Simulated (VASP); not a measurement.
Set up this calculation in VASP 6.6.1, as the native input.

| Property | Result |
| --- | --- |
| Task | relaxation of cell and atoms |
| Functional | BLYP |
| Dispersion | D3(BJ) |
| Potentials or basis | VASP PAW PBE potentials, release 64 (W_sv, Au) |
| Cutoff | 600 eV |
| k mesh | 8 × 8 × 8 |
| Occupations | fermi-dirac, width 0.05 eV |
| Spin | no spin polarisation |
| Dipole correction | no |
| Further INCAR settings | ALGO = Fast; EDIFF = 1e-06; IBRION = 2; EDIFFG = -0.01; NSW = 60; ISIF = 3 |

The structure of WAu lies in POSCAR:

```
WAu
1.0
    0.0000000000      2.9092100000      2.9092100000
    2.9092100000      0.0000000000      2.9092100000
    2.9092100000      2.9092100000      0.0000000000
W Au
1 1
Direct
    0.0000000000      0.0000000000      0.0000000000
    0.7500000000      0.7500000000      0.7500000000
```

One way to write it, as run:

INCAR

```
SYSTEM = WAu
AGGAC = 1.0
AGGAX = 1.0
ALDAC = 0.0
ALDAX = 1.0
ALGO = Fast
EDIFF = 1E-6
EDIFFG = -0.01
ENCUT = 600
GGA = B5
IBRION = 2
ISIF = 3
ISMEAR = -1
IVDW = 12
LASPH = .True.
LCHARG = .False.
LREAL = .False.
LWAVE = .False.
NELM = 80
NSW = 60
PREC = Accurate
SIGMA = 0.05
VDW_A1 = 0.4298
VDW_A2 = 4.2359
VDW_S6 = 1.0
VDW_S8 = 2.6996
```

KPOINTS

```
k-points
0
Gamma
  8 8 8
  0 0 0
```

Potentials or basis: VASP PAW PBE potentials, release 64 (W_sv, Au).

The run is started by

```sh
$ cat potpaw_PBE.64/W_sv/POTCAR potpaw_PBE.64/Au/POTCAR > POTCAR
$ mpirun -np 1 vasp_std > vasp.out
```

Results of the run:

```json
{
  "Relaxed volume": "24.23 Å³/atom",
  "Relaxed cell": "a = 4.093 Å, b = 4.093 Å, c = 4.093 Å, α = 60.00°, β = 60.00°, γ = 60.00°",
  "Space group after relaxing (to 0.05 Å)": "F-43m (No. 216)",
  "Energy gained by relaxing": "2.6 meV/atom",
  "Ionic steps": "3",
  "Pressure after relaxing": "-0.1 GPa",
  "Dispersion energy per atom": "-1.304 eV"
}
```

Caveat: the PAW data sets were made with another functional, which shifts forces and pressure a little; pairwise dispersion overbinds metals, which lowers pressure and volume.

Run time: 3.4 min on 1 thread of Intel(R) Xeon(R) Platinum 8259CL CPU @ 2.50GHz (Skylake/Cascade Lake), with other jobs on the host, peak memory 0.23 GiB.
